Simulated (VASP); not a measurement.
Runs of VASP 6.6.1 on Sb. The typed cell holds 1 atom: a = 3.459 Å, b = 3.554 Å, c = 3.342 Å, α = 58.62°, β = 55.56°, γ = 54.87°. 

| task | level | potentials or basis | k mesh | cutoff (eV) | k mesh for the DOS | occupations for the DOS | grid for exact exchange (PRECFOCK) | share of exact exchange | screening parameter | gap on the mesh (eV) | pressure (GPa) |
| --- | --- | --- | --- | --- | --- | --- | --- | --- | --- | --- | --- |
| single point | PBEsol-based screened hybrid | VASP PAW PBE potentials, release 64 (Sb) | 5 × 5 × 5 | 520 | - | - | Normal | 0.25 | 0.207 1/Å | none | -2.6 |
| single point | B3LYP | VASP PAW PBE potentials, release 64 (Sb) | 5 × 5 × 5 | 520 | - | - | Normal | - | - | none | 5.0 |
| single point | r2SCAN0 | VASP PAW PBE potentials, release 64 (Sb) | 6 × 6 × 6 | 520 | - | - | Normal | - | - | none | (b) |
| single point | HSE06 | VASP PAW PBE potentials, release 64 (Sb) | 5 × 5 × 5 | 520 | - | - | Normal | - | 0.2079 1/Å | none | -0.9 |
| single point | PBEsol-based screened hybrid | VASP PAW PBE potentials, release 64 (Sb_d_GW) | 5 × 5 × 5 | 400 | - | - | Normal | 0.25 | 0.207 1/Å | none | (a) |
| single point | PBE | VASP PAW PBE potentials, release 64 (Sb) | 10 × 10 × 10 | 520 | - | - | - | - | - | none | 2.6 |
| single point | PBE0 | VASP PAW PBE potentials, release 64 (Sb) | 5 × 5 × 5 | 520 | - | - | Normal | - | - | none | -1.1 |

Alike in all rows: no spin polarisation; cell as given; smearing fermi-dirac 0.05 eV.

Question: Fill in the values left out.

Answer: (a) -2.1; (b) -0.7.

Caveats: some runs use coarse meshes; spin-orbit coupling is left out, which moves the levels of the heavy elements; the PAW data sets were made with another functional, which shifts forces and pressure a little (some runs).

A k mesh can miss the band edges, and the runs leave out spin-orbit coupling on Sb.

A gap of «none» marks levels without a gap at the run's occupations.

The runs don't all hold the same shells in valence.
